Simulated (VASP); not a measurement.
# Ga2GeSe2 (P-3m1) in VASP: notebook, part 3 of 3

VASP 6.6.1.

### Step 4. Relaxation of cell and atoms, PBE

This run uses another cell than the first one, of 25.33 Å³/atom.

File INCAR:

```
ALGO     = Normal         # electronic algorithm
EDIFF    = 1E-7           # SCF threshold, eV
EDIFFG   = -0.04          # ionic threshold
ENCUT    = 600            # plane-wave cutoff, eV
GGA      = PE             # functional
IBRION   = 2              # ionic algorithm
ISIF     = 3              # what is computed and relaxed
ISMEAR   = 0              # smearing method
LASPH    = True           # aspherical terms in the spheres
LCHARG   = False          # write CHGCAR
LREAL    = False          # projectors in reciprocal space
LWAVE    = False          # write WAVECAR
NELM     = 100            # most SCF steps
NSW      = 90             # ionic steps
PREC     = Accurate       # precision mode
SIGMA    = 0.1            # smearing width, eV
```

File KPOINTS:

```
k-points
0
Gamma
  6 6 2
```

File POSCAR:

```
Ga2GeSe2
1.0
    4.3829737600      0.0000000000      0.0000000000
   -2.1914868800      3.7957666200      0.0000000000
    0.0000000000      0.0000000000      7.6135194200
Ga Ge Se
2 1 2
Direct
    0.3333333300      0.6666666700      0.2684000100
    0.6666666700      0.3333333300      0.7315999900
    0.0000000000      0.0000000000      0.0000000000
    0.3333333300      0.6666666700      0.6383000000
    0.6666666700      0.3333333300      0.3617000000
```

Potentials or basis: VASP PAW PBE potentials, release 64 (Ga_d, Ge_d, Se).

On the command line:

```
> cat potpaw_PBE.64/Ga_d/POTCAR potpaw_PBE.64/Ge_d/POTCAR potpaw_PBE.64/Se/POTCAR > POTCAR
> mpirun -np 1 vasp_std > vasp.out
```

OUTCAR:

```text
EDIFF = 1E-7
   EDIFFG = -0.04
   ENCUT = 600
   GGA = PE
   IBRION = 2
   ISIF = 3
   ISMEAR = 0
   LASPH = True
   LREAL = False
   NELM = 100
   NSW = 90
   PREC = Accurate

 ion  position               nearest neighbor table
   1  0.333  0.667  0.268-   5 2.63   5 2.63   5 2.63   4 2.82
   2  0.667  0.333  0.732-   4 2.63   4 2.63   4 2.63   5 2.82
   3  0.000  0.000  0.000-
   4  0.333  0.667  0.638-   2 2.63   2 2.63   2 2.63   1 2.82
   5  0.667  0.333  0.362-   1 2.63   1 2.63   1 2.63   2 2.82

  LATTYP: Found a hexagonal cell.
 ALAT       =     4.3829737600
 C/A-ratio  =     1.7370670775

  Lattice vectors:

 A1 = (   4.3829737600,   0.0000000000,   0.0000000000)
 A2 = (  -2.1914868800,   3.7957666200,   0.0000000000)
[... 180 lines left out ...]
  -------------------------------------------------------------------------------------
  Total       -1.6099427     -1.6099427     -0.8588661     -0.0000000      0.0000000      0.0000000
  in kB      -20.3641912    -20.3641912    -10.8638112     -0.0000000      0.0000000      0.0000000
  external PRESSURE =     -17.1973978 kB  Pullay stress =       0.0000000 kB
[... 1067 lines left out ...]
     30      10.3194      0.00000
     31      10.3194      0.00000

[... ionic steps 4 to 29 ...]

--------------------------------------- Ionic step       30  -------------------------------------------

 number of electron      51.9999990 magnetization

------------------------ aborting loop because EDIFF is reached ----------------------------------------
[... 73 lines left out ...]
--------------------------------------- Ionic step       32  -------------------------------------------

 number of electron      52.0000007 magnetization

 Free energy of the ion-electron system (eV)
  ---------------------------------------------------
  ext. energy  EPLUGINS =         0.00000000
  ---------------------------------------------------
  free energy    TOTEN  =       -18.21323320 eV

  energy without entropy =      -18.19312384  energy(sigma->0) =      -18.20317852

 E-fermi :   3.8437     XC(G=0):  -9.7572

 val. band max:        3.8146464344   @ k =   0.3333   0.3333   0.0000
 cond. band min:       3.8677433466   @ k =   0.3333   0.1667   0.5000
 fundamental gap:      0.0530969122
 Fermi energy:         3.8436874057
[... 506 lines left out ...]
  FREE ENERGIE OF THE ION-ELECTRON SYSTEM (eV)
  ---------------------------------------------------
  free  energy   TOTEN  =       -18.2132332045 eV

  energy  without entropy=      -18.1931238384  energy(sigma->0) =      -18.20317852

 reached required accuracy - stopping structural energy minimisation
```

OSZICAR:

```text
N       E                     dE             d eps       ncg     rms          rms(c)
DAV:   1     0.452633829233E+03    0.45263E+03   -0.27055E+04   962   0.315E+03
DAV:   2     0.623533828072E+02   -0.39028E+03   -0.38123E+03   917   0.754E+02
DAV:   3    -0.121195096726E+02   -0.74473E+02   -0.73303E+02  1044   0.196E+02
DAV:   4    -0.166627856192E+02   -0.45433E+01   -0.45174E+01  1044   0.529E+01
[... 350 lines left out ...]
DAV:   3    -0.182132921346E+02    0.92045E-04   -0.93047E-04  1294   0.207E-01    0.660E-02
DAV:   4    -0.182132335213E+02    0.58613E-04   -0.14732E-04  1200   0.115E-01    0.201E-02
DAV:   5    -0.182132333376E+02    0.18363E-06   -0.43405E-05  1010   0.460E-02    0.698E-03
DAV:   6    -0.182132332732E+02    0.64395E-07   -0.43083E-06   983   0.197E-02    0.514E-03
DAV:   7    -0.182132332045E+02    0.68713E-07   -0.77384E-07   978   0.512E-03
  32 F= -.18213233E+02 E0= -.18203179E+02  d E =-.859182E-03
```

It took 86 min on 1 thread of Intel Xeon 8259CL, shared host; peak memory 0.34 GiB.

What came out:

* Free energy: -18.2132 eV
* Relaxed volume: 23.07 Å³/atom
* Relaxed cell: a = 3.693 Å, b = 3.693 Å, c = 9.765 Å, α = 90.00°, β = 90.00°, γ = 120.00°
* Space group after relaxing (to 0.1 Å): P-3m1 (No. 164)
* Energy gained by relaxing: 369.6 meV/atom
* Ionic steps: 32
* Pressure after relaxing: 0.1 GPa
* Largest force after relaxing: 0.031 eV/Å
* Band gap on the k mesh: zero (bands 26 and 27 overlap by 2.88 eV)

Forces in eV/Å, atoms in the order of the input:
```
Ga   0.000  0.000 -0.012
Ga   0.000  0.000  0.012
Ge   0.000  0.000  0.000
Se   0.000  0.000  0.031
Se   0.000  0.000 -0.031
```

Stress tensor (GPa, compression positive):
```
 0.27  0.00  0.00
 0.00  0.27  0.00
 0.00  0.00 -0.11
```

The path:
| step | energy change (eV) | largest force (eV/Å) | pressure (GPa) | volume (Å³) |
| --- | --- | --- | --- | --- |
| 1 | 0.0000 | 0.7256 | -1.72 | 126.66 |
| 2 | -0.0972 | 0.8913 | -0.51 | 121.74 |
| 3 | -0.2092 | 1.3180 | 3.75 | 110.48 |
| 4 | -0.2436 | 1.3404 | 3.95 | 109.83 |
| 5 | -0.3509 | 1.3998 | 4.58 | 107.87 |
| 6 | -0.5736 | 1.4298 | 6.09 | 104.00 |
| 7 | -0.8815 | 0.8376 | 10.06 | 96.37 |
| 8 | -1.0376 | 0.4941 | 9.08 | 96.79 |
| 9 | -1.2646 | 0.6013 | 6.73 | 97.96 |
| 10 | -1.2656 | 0.7636 | 6.49 | 98.11 |
| 11 | -1.3666 | 0.6823 | 4.91 | 100.06 |
| 12 | -1.5579 | 0.6315 | 1.07 | 106.10 |
| 13 | -1.5317 | 0.5836 | -3.81 | 118.87 |
| 14 | -1.6055 | 0.6037 | -1.68 | 112.05 |
| 15 | -1.6627 | 0.4728 | -1.36 | 111.91 |
| 16 | -1.7670 | 0.2358 | -0.06 | 111.38 |
| 17 | -1.7771 | 0.4401 | 0.75 | 111.08 |
| 18 | -1.8083 | 0.2654 | 0.12 | 112.22 |
| 19 | -1.8290 | 0.1554 | -0.89 | 114.05 |
| 20 | -1.8393 | 0.1037 | -0.09 | 112.70 |
| 21 | -1.8397 | 0.0910 | 0.14 | 112.35 |
| 22 | -1.8408 | 0.0668 | 0.15 | 112.55 |
| 23 | -1.8422 | 0.0497 | 0.23 | 112.94 |
| 24 | -1.8425 | 0.1483 | 0.34 | 113.70 |
| 25 | -1.8428 | 0.1102 | 0.29 | 113.41 |
| 26 | -1.8434 | 0.1033 | 0.18 | 113.71 |
| 27 | -1.8443 | 0.0827 | -0.09 | 114.59 |
| 28 | -1.8443 | 0.0746 | -0.22 | 114.95 |
| 29 | -1.8449 | 0.0657 | -0.21 | 114.99 |
| 30 | -1.8463 | 0.0407 | -0.15 | 115.13 |
| 31 | -1.8471 | 0.0768 | -0.05 | 115.39 |
| 32 | -1.8480 | 0.0308 | 0.14 | 115.37 |

Final structure:
```cif
data_structure
_symmetry_space_group_name_H-M 'P 1'
_symmetry_Int_Tables_number 1
_cell_length_a 3.6935
_cell_length_b 3.6935
_cell_length_c 9.7654
_cell_angle_alpha 90.000
_cell_angle_beta 90.000
_cell_angle_gamma 120.000
_cell_volume 115.37
loop_
_atom_site_label
_atom_site_type_symbol
_atom_site_fract_x
_atom_site_fract_y
_atom_site_fract_z
_atom_site_occupancy
Ga1 Ga 0.33333 0.66667 0.20106 1
Ga2 Ga 0.66667 0.33333 0.79894 1
Ge1 Ge 0.00000 0.00000 0.00000 1
Se1 Se 0.33333 0.66667 0.66552 1
Se2 Se 0.66667 0.33333 0.33448 1
```

Caveat: the k points lie up to 0.33 Å⁻¹ apart in the final cell, too coarse for converged energies and pressures of a metal; a cell axis changed by over 15 % at a fixed basis, so the end point is rough; this functional lacks dispersion, which binds layers or chains, so the pressure and a relaxed spacing across them are unreliable.

### Step 5. Single point, PBE

File INCAR:

```
ALGO = Normal
EDIFF = 1E-6
ENCUT = 520
GGA = PE
ISIF = 2
ISMEAR = 0
LASPH = True
LCHARG = False
LREAL = False
LWAVE = False
NBANDS = 34
NELM = 100
PREC = Accurate
SIGMA = 0.1
```

File KPOINTS:

```
k-points
0
Gamma
  12 12 4
```

File POSCAR:

```
Ga2GeSe2
1.0
    3.7074605011      0.0000000000      0.0000000000
   -1.8537302506      3.2107549775      0.0000000000
    0.0000000000      0.0000000000      9.8549853557
Ga Ge Se
2 1 2
Direct
    0.3333333333      0.6666666667      0.1963048209
    0.6666666667      0.3333333333      0.8036951791
    0.0000000000      0.0000000000      0.0000000000
    0.3333333333      0.6666666667      0.6720863700
    0.6666666667      0.3333333333      0.3279136300
```

On the command line:

```
> cat potpaw_PBE.64/Ga_d/POTCAR potpaw_PBE.64/Ge_d/POTCAR potpaw_PBE.64/Se/POTCAR > POTCAR
> mpirun -np 1 vasp_std > vasp.out
```

It took 10 min on 1 thread of Intel Xeon 8259CL, shared host; peak memory 0.42 GiB.

It converged, with:

```
Free energy            : -18.2506 eV
Pressure               : 0.1 GPa
Largest force          : 0.026 eV/Å
Band gap on the k mesh : zero (bands 26 and 27 overlap by 2.68 eV)
```

Forces on the atoms (eV/Å):
```
Ga   0.000  0.000 -0.019
Ga   0.000  0.000  0.019
Ge   0.000  0.000  0.000
Se   0.000  0.000 -0.026
Se   0.000  0.000  0.026
```

Levels at points of the mesh, in eV from the Fermi level:
```
           k point  band 23  band 24  band 25  band 26  band 27  band 28  band 29  band 30
(0.00, 0.00, 0.00)    -0.62    -0.62    -0.17     1.24     2.51     2.51     2.89     4.44
(0.50, 0.00, 0.00)    -2.21    -2.14    -1.93    -0.50    -0.41     1.20     2.16     3.66
(0.00, 0.00, 0.50)    -0.71    -0.64    -0.64     2.26     2.51     2.51     2.72     4.35
(0.50, 0.00, 0.50)    -2.38    -2.09    -2.07    -0.05     0.16     1.26     1.74     3.54
```

Caveat: this functional lacks dispersion, which binds layers or chains, so the pressure and a relaxed spacing across them are unreliable.

### Step 6. Single point, PBE

File INCAR:

```
SYSTEM = Ga2GeSe2
ALGO = Normal
EDIFF = 1E-6
ENCUT = 520
GGA = PE
ISIF = 2
ISMEAR = 0
LASPH = .TRUE.
LCHARG = .FALSE.
LREAL = .FALSE.
LWAVE = .FALSE.
NBANDS = 34
NELM = 60
PREC = Accurate
SIGMA = 0.1
```

File KPOINTS:

```
k-points
0
G
  12 12 4
  0 0 0
```

POSCAR is that of step 5.

Potentials or basis: VASP PAW PBE potentials, release 64 (Ga_d, Ge_d, Se).

On the command line:

```
> cat potpaw_PBE.64/Ga_d/POTCAR potpaw_PBE.64/Ge_d/POTCAR potpaw_PBE.64/Se/POTCAR > POTCAR
> mpirun -np 1 vasp_std > vasp.out
```

Run time: 7.3 min. Hardware: 1 thread of Intel Xeon 8259CL, shared host; peak memory 0.42 GiB.

Results (log left out):

```yaml
Free_energy: -18.2506 eV
Pressure: 0.1 GPa
Largest_force: 0.026 eV/Å
Band_gap_on_the_k_mesh: zero (bands 26 and 27 overlap by 2.68 eV)
```

Forces on the atoms (eV/Å):
```
Ga   0.000  0.000 -0.019
Ga   0.000  0.000  0.019
Ge   0.000  0.000  0.000
Se   0.000  0.000 -0.026
Se   0.000  0.000  0.026
```

Levels at points of the mesh, in eV from the Fermi level:
```csv
k point,band 23,band 24,band 25,band 26,band 27,band 28,band 29,band 30
"(0.00, 0.00, 0.00)",-0.62,-0.62,-0.17,1.24,2.51,2.51,2.89,4.44
"(0.50, 0.00, 0.00)",-2.21,-2.14,-1.93,-0.50,-0.41,1.20,2.16,3.66
"(0.00, 0.00, 0.50)",-0.71,-0.64,-0.64,2.26,2.51,2.51,2.72,4.35
"(0.50, 0.00, 0.50)",-2.38,-2.09,-2.07,-0.05,0.16,1.26,1.74,3.54
```

Caveat: this functional lacks dispersion, which binds layers or chains, so the pressure and a relaxed spacing across them are unreliable.

### Step 7. Overview

```tsv
task	cell	k mesh	cutoff (eV)	gap on the mesh (eV)	pressure (GPa)	largest force (eV/Å)
single point	a = 3.697, b = 3.697, c = 9.929 Å, angles 90.0, 90.0, 120.0°, 5 atoms, atomic positions A	6 × 6 × 2	520	none	0.1	0.04
single point	a = 4.383, b = 4.383, c = 7.614 Å, angles 90.0, 90.0, 120.0°, 5 atoms, atomic positions B	6 × 6 × 2	520	none	-1.7	0.73
relaxation of cell and atoms	relaxed from a = 4.383, b = 4.383, c = 7.614 Å, angles 90.0, 90.0, 120.0°, 5 atoms, atomic positions B	6 × 6 × 2	600	none	0.1	0.03
single point	a = 3.707, b = 3.707, c = 9.855 Å, angles 90.0, 90.0, 120.0°, 5 atoms, atomic positions C	12 × 12 × 4	520	none	0.1	0.03
```

Alike in all rows: level PBE; potentials or basis VASP PAW PBE potentials, release 64 (Ga_d, Ge_d, Se); no spin polarisation; smearing gaussian 0.1 eV.

Caveats: some runs use coarse meshes; this functional lacks dispersion, which binds layers or chains, so the pressure and a relaxed spacing across them are unreliable (at least some runs); a cell axis changed by over 15 % at a fixed basis, so the end point is rough (at least some runs).

Total energies depend on the potentials used, so only differences within one code and one set of settings carry meaning.

The gap in the log of VASP goes by the Fermi energy; the results here count the filled bands.